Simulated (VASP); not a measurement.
# CoO (P3m1) in VASP: single point with PBE+U

Aim: the single point of CoO with PBE+U.

All numbers are computed with VASP 6.6.1; they aren't measurements. Logs are shortened: lines on timing, memory, paths and dates and some standing lists are left out, and cuts for length are marked.

## 1. The cell of the first run

The typed cell holds 4 atoms: a = 3.198 Å, b = 3.198 Å, c = 5.229 Å, α = 90.00°, β = 90.00°, γ = 120.00°.

## 2. Single point, PBE+U, collinear spin, antiferromagnetic start

INCAR reads:

```
  ALGO = Normal
  EDIFF = 1E-6
  ENCUT = 700
  GGA = PE
  GGA_COMPAT = F
  ISIF = 2
  ISMEAR = 0
  ISPIN = 2
  LASPH = T
  LCHARG = F
  LDAU = T
  LDAUJ = 0 0
  LDAUL = 2 -1
  LDAUPRINT = 1
  LDAUTYPE = 2
  LDAUU = 3.32 0
  LMAXMIX = 4
  LORBIT = 11
  LREAL = F
  LWAVE = F
  MAGMOM = -3 3 0 0
  NBANDS = 35
  NELM = 200
  PREC = Accurate
  SIGMA = 0.05
```

KPOINTS reads:

```
k-points
0
Gamma
  12 12 6
```

POSCAR reads:

```
CoO
1.0
    3.1976457435      0.0000000000      0.0000000000
   -1.5988228718      2.7692424462      0.0000000000
    0.0000000000      0.0000000000      5.2287097100
Co O
2 2
Direct
    0.0000000000      0.0000000000      0.0034741400
    0.3333333300      0.6666666700      0.5033624100
    0.0000000000      0.0000000000      0.3716088500
    0.3333333300      0.6666666700      0.8715556000
```

Potentials or basis: VASP PAW PBE potentials, release 64 (Co_sv, O).

Started as:

```bash
cat potpaw_PBE.64/Co_sv/POTCAR potpaw_PBE.64/O/POTCAR > POTCAR
mpirun -np 1 vasp_std > vasp.out
```

OUTCAR:

```text
EDIFF = 1E-6
   ENCUT = 700
   GGA = PE
   ISIF = 2
   ISMEAR = 0
   ISPIN = 2
   LASPH = T
   LORBIT = 11
   LREAL = F
   NELM = 200
   PREC = Accurate

 ion  position               nearest neighbor table
   1  0.000  0.000  0.003-   3 1.92   4 1.97   4 1.97   4 1.97
   2  0.333  0.667  0.503-   4 1.93   3 1.97   3 1.97   3 1.97
   3  0.000  0.000  0.372-   1 1.92   2 1.97   2 1.97   2 1.97
   4  0.333  0.667  0.872-   2 1.93   1 1.97   1 1.97   1 1.97

  LATTYP: Found a hexagonal cell.
 ALAT       =     3.1976457435
 C/A-ratio  =     1.6351747909

  Lattice vectors:

 A1 = (   3.1976457435,   0.0000000000,   0.0000000000)
 A2 = (  -1.5988228718,   2.7692424462,   0.0000000000)
 A3 = (   0.0000000000,   0.0000000000,   5.2287097100)

Analysis of symmetry for initial positions (statically):
=====================================================================
 Subroutine PRICEL returns:
 Original cell was already a primitive cell.

 Routine SETGRP: Setting up the symmetry group for a
 hexagonal supercell.

 Subroutine GETGRP returns: Found  6 space group operations
 (whereof  6 operations were pure point group operations)
 out of a pool of 24 trial point group operations.

The static configuration has the point symmetry C_3v.

Analysis of symmetry for dynamics (positions and initial velocities):
=====================================================================
 Subroutine PRICEL returns:
 Original cell was already a primitive cell.

 Routine SETGRP: Setting up the symmetry group for a
 hexagonal supercell.

 Subroutine GETGRP returns: Found  6 space group operations
 (whereof  6 operations were pure point group operations)
 out of a pool of 24 trial point group operations.

The dynamic configuration has the point symmetry C_3v.

Analysis of structural, dynamic, and magnetic symmetry:
=====================================================================
 Subroutine PRICEL returns:
 Original cell was already a primitive cell.

 Routine SETGRP: Setting up the symmetry group for a
 hexagonal supercell.

 Subroutine GETGRP returns: Found  6 space group operations
 (whereof  6 operations were pure point group operations)
 out of a pool of 24 trial point group operations.

The overall configuration has the point symmetry C_3v.

 Subroutine INISYM returns: Found  6 space group operations
 (whereof  6 operations are pure point group operations),
 and found     1 'primitive' translations

----------------------------------------------------------------------------------------

                                     Primitive cell

  volume of cell :      46.3005

  direct lattice vectors                    reciprocal lattice vectors
     3.197645743  0.000000000  0.000000000     0.312730077  0.180554794  0.000000000
    -1.598822872  2.769242446  0.000000000     0.000000000  0.361109588  0.000000000
     0.000000000  0.000000000  5.228709710     0.000000000  0.000000000  0.191251773

  length of vectors
     3.197645743  3.197645744  5.228709710     0.361109588  0.361109588  0.191251773

  position of ions in fractional coordinates (direct lattice)
     0.000000000  0.000000000  0.003474140
     0.333333330  0.666666670  0.503362410
     0.000000000  0.000000000  0.371608850
     0.333333330  0.666666670  0.871555600
[... 132 lines left out ...]
 -0.3910 -0.0000 -0.0000  0.6058  0.0000
 -0.0000 -0.3910  0.0000  0.0000  0.3940

spin component  2

  0.9274  0.0000  0.0000  0.0044 -0.0000
  0.0000  0.9211  0.0000 -0.0000  0.0044
  0.0000  0.0000  0.9258  0.0000  0.0000
  0.0044 -0.0000  0.0000  0.9211 -0.0000
 -0.0000  0.0044  0.0000 -0.0000  0.9274

 occupancies and eigenvectors

  o =  0.0948  v =  0.6783  0.3161 -0.0000  0.5190  0.4131  0.0000  0.0000  0.0000  0.0000  0.0000      0.0000  0.0000  0.0000  0.0000  0.0000  0.0000  0.0000  0.0000  0.0000  0.0000
  o =  0.0948  v = -0.4131  0.5190  0.0000 -0.3161  0.6783  0.0000  0.0000  0.0000  0.0000  0.0000      0.0000  0.0000  0.0000  0.0000  0.0000  0.0000  0.0000  0.0000  0.0000  0.0000
  o =  0.1083  v =  0.0000  0.0000  1.0000  0.0000  0.0000  0.0000  0.0000  0.0000  0.0000  0.0000      0.0000  0.0000  0.0000  0.0000  0.0000  0.0000  0.0000  0.0000  0.0000  0.0000
  o =  0.9050  v = -0.5190  0.4131 -0.0000  0.6783 -0.3161  0.0000  0.0000  0.0000  0.0000  0.0000      0.0000  0.0000  0.0000  0.0000  0.0000  0.0000  0.0000  0.0000  0.0000  0.0000
  o =  0.9050  v =  0.3161  0.6783  0.0000 -0.4131 -0.5190  0.0000  0.0000  0.0000  0.0000  0.0000      0.0000  0.0000  0.0000  0.0000  0.0000  0.0000  0.0000  0.0000  0.0000  0.0000
  o =  0.9188  v =  0.0000  0.0000  0.0000  0.0000  0.0000  0.3916 -0.4623 -0.0000 -0.7590  0.2385      0.0000  0.0000  0.0000  0.0000  0.0000  0.0000  0.0000  0.0000  0.0000  0.0000
  o =  0.9188  v =  0.0000  0.0000  0.0000  0.0000  0.0000  0.2385  0.7590 -0.0000 -0.4623 -0.3916      0.0000  0.0000  0.0000  0.0000  0.0000  0.0000  0.0000  0.0000  0.0000  0.0000
  o =  0.9258  v =  0.0000  0.0000  0.0000  0.0000  0.0000  0.0000  0.0000 -1.0000  0.0000  0.0000      0.0000  0.0000  0.0000  0.0000  0.0000  0.0000  0.0000  0.0000  0.0000  0.0000
  o =  0.9297  v =  0.0000  0.0000  0.0000  0.0000  0.0000  0.7590  0.2385  0.0000  0.3916  0.4622      0.0000  0.0000  0.0000  0.0000  0.0000  0.0000  0.0000  0.0000  0.0000  0.0000
  o =  0.9297  v =  0.0000  0.0000  0.0000  0.0000  0.0000 -0.4622  0.3916 -0.0000 -0.2385  0.7590      0.0000  0.0000  0.0000  0.0000  0.0000  0.0000  0.0000  0.0000  0.0000  0.0000

atom =   2  type =  1  l = 2

 onsite density matrix

spin component  1

  0.9274 -0.0000  0.0000 -0.0044 -0.0000
 -0.0000  0.9211 -0.0000 -0.0000 -0.0044
  0.0000 -0.0000  0.9258 -0.0000  0.0000
 -0.0044 -0.0000 -0.0000  0.9211  0.0000
 -0.0000 -0.0044  0.0000  0.0000  0.9274

spin component  2

  0.3937  0.0000  0.0000  0.3910  0.0000
  0.0000  0.6060  0.0000 -0.0000  0.3910
  0.0000  0.0000  0.1083  0.0000  0.0000
  0.3910 -0.0000  0.0000  0.6060 -0.0000
  0.0000  0.3910  0.0000 -0.0000  0.3937

 occupancies and eigenvectors

  o =  0.0948  v =  0.0000  0.0000  0.0000  0.0000  0.0000  0.6784 -0.3160 -0.0000 -0.5188  0.4133      0.0000  0.0000  0.0000  0.0000  0.0000  0.0000  0.0000  0.0000  0.0000  0.0000
  o =  0.0948  v =  0.0000  0.0000  0.0000  0.0000  0.0000 -0.4133 -0.5188  0.0000  0.3160  0.6784      0.0000  0.0000  0.0000  0.0000  0.0000  0.0000  0.0000  0.0000  0.0000  0.0000
  o =  0.1083  v =  0.0000  0.0000  0.0000  0.0000  0.0000  0.0000 -0.0000  1.0000 -0.0000  0.0000      0.0000  0.0000  0.0000  0.0000  0.0000  0.0000  0.0000  0.0000  0.0000  0.0000
  o =  0.9050  v =  0.0000  0.0000  0.0000  0.0000  0.0000 -0.5188 -0.4132 -0.0000 -0.6784 -0.3160      0.0000  0.0000  0.0000  0.0000  0.0000  0.0000  0.0000  0.0000  0.0000  0.0000
  o =  0.9050  v =  0.0000  0.0000  0.0000  0.0000  0.0000  0.3160 -0.6784  0.0000  0.4132 -0.5188      0.0000  0.0000  0.0000  0.0000  0.0000  0.0000  0.0000  0.0000  0.0000  0.0000
  o =  0.9188  v =  0.3913  0.4624 -0.0000  0.7592  0.2383  0.0000  0.0000  0.0000  0.0000  0.0000      0.0000  0.0000  0.0000  0.0000  0.0000  0.0000  0.0000  0.0000  0.0000  0.0000
  o =  0.9188  v =  0.2383 -0.7592 -0.0000  0.4624 -0.3913  0.0000  0.0000  0.0000  0.0000  0.0000      0.0000  0.0000  0.0000  0.0000  0.0000  0.0000  0.0000  0.0000  0.0000  0.0000
  o =  0.9258  v =  0.0000 -0.0000 -1.0000 -0.0000  0.0000  0.0000  0.0000  0.0000  0.0000  0.0000      0.0000  0.0000  0.0000  0.0000  0.0000  0.0000  0.0000  0.0000  0.0000  0.0000
  o =  0.9297  v =  0.7592 -0.2383  0.0000 -0.3913  0.4623  0.0000  0.0000  0.0000  0.0000  0.0000      0.0000  0.0000  0.0000  0.0000  0.0000  0.0000  0.0000  0.0000  0.0000  0.0000
  o =  0.9297  v = -0.4623 -0.3913 -0.0000  0.2383  0.7592  0.0000  0.0000  0.0000  0.0000  0.0000      0.0000  0.0000  0.0000  0.0000  0.0000  0.0000  0.0000  0.0000  0.0000  0.0000

 number of electron      46.0000013 magnetization      -0.0000012

 Free energy of the ion-electron system (eV)
  ---------------------------------------------------
  ext. energy  EPLUGINS =         0.00000000
  ---------------------------------------------------
  free energy    TOTEN  =       -23.74588176 eV

  energy without entropy =      -23.74588176  energy(sigma->0) =      -23.74588176

 E-fermi :   6.6504     XC(G=0): -11.2687

 val. band max:        6.2754821307   @ k =   0.0000   0.0000   0.5000
 cond. band min:       7.2847017411   @ k =   0.0000   0.0000   0.0000
 fundamental gap:      1.0092196104
 Fermi energy:         6.6504469449

 spin component 1

 k-point     1 :       0.0000    0.0000    0.0000
  band No.  band energies     occupation
      1     -89.7649      1.00000
      2     -86.6488      1.00000
      3     -53.1536      1.00000
      4     -52.9844      1.00000
      5     -52.9844      1.00000
      6     -50.0440      1.00000
[... 1817 lines left out ...]
     34      21.9469      0.00000
     35      22.8909      0.00000

 [... further k-points ...]
[... 5 lines left out ...]
  --------------------------------------------------------------------------------------
  -------------------------------------------------------------------------------------
  Total        2.3350442      2.3350442      2.5003217     -0.0000000      0.0000000      0.0000000
  in kB       80.8015761     80.8015761     86.5208177     -0.0000000      0.0000000      0.0000000
  external PRESSURE =      82.7079899 kB  Pullay stress =       0.0000000 kB

 VOLUME and BASIS-vectors are now :
 -----------------------------------------------------------------------------
  energy-cutoff  :      700.00
  volume of cell :       46.30
      direct lattice vectors                 reciprocal lattice vectors
     3.197645743  0.000000000  0.000000000     0.312730077  0.180554794  0.000000000
    -1.598822872  2.769242446  0.000000000     0.000000000  0.361109588  0.000000000
     0.000000000  0.000000000  5.228709710     0.000000000  0.000000000  0.191251773

 POSITION                                       TOTAL-FORCE (eV/Angst)
 -----------------------------------------------------------------------------------
      0.00000      0.00000      0.01817         0.000000     -0.000000     -0.127769
     -0.00000      1.84616      2.63194        -0.000000      0.000000     -0.116973
      0.00000      0.00000      1.94303         0.000000     -0.000000      0.121364
     -0.00000      1.84616      4.55711         0.000000     -0.000000      0.123377
 -----------------------------------------------------------------------------------
    total drift:                                0.000071     -0.000040      0.002941

  FREE ENERGIE OF THE ION-ELECTRON SYSTEM (eV)
  ---------------------------------------------------
  free  energy   TOTEN  =       -23.7458817558 eV

  energy  without entropy=      -23.7458817558  energy(sigma->0) =      -23.74588176

 total charge

# of ion       s       p       d       tot
------------------------------------------
    1        2.173   6.091   6.704  14.968
    2        2.173   6.091   6.704  14.968
    3        1.543   3.496   0.000   5.038
    4        1.543   3.495   0.000   5.038
--------------------------------------------------
tot          7.432  19.172  13.407  40.012

 magnetization (x)

# of ion       s       p       d       tot
------------------------------------------
    1       -0.009  -0.021  -2.510  -2.541
    2        0.009   0.021   2.510   2.541
    3        0.009   0.085   0.000   0.093
    4       -0.009  -0.085   0.000  -0.093
--------------------------------------------------
tot          0.000  -0.000   0.000   0.000
```

Run time: 5.7 min. Hardware: 1 thread of Intel Xeon Platinum 8488C (Sapphire Rapids), shared host; peak memory 0.46 GiB.

What came out:

- Free energy: -23.7459 eV
- Pressure: 8.3 GPa
- Largest force: 0.128 eV/Å
- Band gap on the k mesh: 1.01 eV (least direct gap 1.10 eV)
- Net moment: 0.00 μB per cell
- Site moments: Co -2.54, +2.54; O +0.09, -0.09 μB
- Valence electrons inside the program's atomic spheres: Co 14.97; O 5.04

Forces in eV/Å, atoms in the order of the input:
```
Co   0.000  0.000 -0.128
Co   0.000  0.000 -0.117
O    0.000  0.000  0.121
O    0.000  0.000  0.123
```

Eigenvalues of the final occupation matrices:
| site | spin | trace | eigenvalues |
| --- | --- | --- | --- |
| site 1 d | 1 | 2.11 | 0.09 0.09 0.11 0.90 0.90 |
| site 1 d | 2 | 4.62 | 0.92 0.92 0.93 0.93 0.93 |
| site 2 d | 1 | 4.62 | 0.92 0.92 0.93 0.93 0.93 |
| site 2 d | 2 | 2.11 | 0.09 0.09 0.11 0.91 0.91 |

Caveat: the cell stands under pressure. A k mesh can miss the band edges.
